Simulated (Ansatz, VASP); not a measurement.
## BP: VASP beside Ansatz

```
B P
1.0
     0.00000    2.17758    2.30526
     2.17758    0.00000    2.30526
     2.17758    2.17758    0.00000
B P
1 1
Cartesian
  0.0000 0.0000 0.0000
  1.0888 1.0888 1.1526
```

Change from the starting cell: epitaxial_xy strain -4.0%.

Alike in both runs: task single point; functional PBE; k mesh 10 × 10 × 10; occupations fermi-dirac, width 0.02 eV; no spin polarisation.

|  | VASP | Ansatz |
| --- | --- | --- |
| version | VASP 6.6.1 | Ansatz 0.2.0 |
| potentials or method | VASP PAW PBE potentials, release 64 (B, P) | plane waves, PAW |
| plane-wave cutoff (eV) | 520 | 420 |
| valence electrons in the cell | 8 | 8 |

Ansatz gave:

* pressure (GPa): 13.6
* traceless stress, the component that is largest in VASP (GPa): -11.56

Q: Which values does VASP return?

A: Pressure (GPa): 13.3; traceless stress, the component that is largest in VASP (GPa): -11.58.

The functional is the same, so the differences come from potentials, cutoffs and numerics.
